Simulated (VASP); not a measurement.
Here is a VASP 6.6.1 calculation.

Contents of INCAR:

```
SYSTEM = Ti
PREC     = Accurate       ! precision mode
ENCUT    = 520            ! plane-wave cutoff, eV
EDIFF    = 1E-6           ! SCF threshold, eV
ISMEAR   = -5             ! smearing method
SIGMA    = 0.1            ! smearing width, eV
LREAL    = .FALSE.        ! projectors in reciprocal space
LASPH    = .TRUE.         ! aspherical terms in the spheres
NELM     = 100            ! most SCF steps
ALGO     = Normal         ! electronic algorithm
ISIF     = 2              ! what is computed and relaxed
LWAVE    = .FALSE.        ! write WAVECAR
LCHARG   = .FALSE.        ! write CHGCAR
GGA      = PE             ! functional
NBANDS   = 19             ! bands
```

Contents of KPOINTS:

```
Automatic mesh
0
G
  13 13 7
  0 0 0
```

The input POSCAR:

```
Ti
1.0
    2.9384094506      0.0000000000      0.0000000000
   -1.4692047253      2.5447372309      0.0000000000
    0.0000000000      0.0000000000      4.6529805423
Ti
2
Direct
    0.3333333333      0.6666666667      0.2500000000
    0.6666666667      0.3333333333      0.7500000000
```

Potentials or basis: VASP PAW PBE potentials, release 64 (Ti_sv).

Launch:

```bash
$ cat potpaw_PBE.64/Ti_sv/POTCAR > POTCAR
$ mpirun -np 1 vasp_std > vasp.out
```

Question: Predict the pressure.

Answer: -0.3 GPa.

Question: Estimate the band gap on the k mesh.

Answer: Zero (band 12 reaches 9.09 eV, above the bottom of band 13 at 7.99 eV).

Stress tensor (GPa, compression positive):
```
-0.37  0.00  0.00
 0.00 -0.37  0.00
 0.00  0.00 -0.26
```

Caveat: tetrahedron occupations give inexact forces and stress in metals.
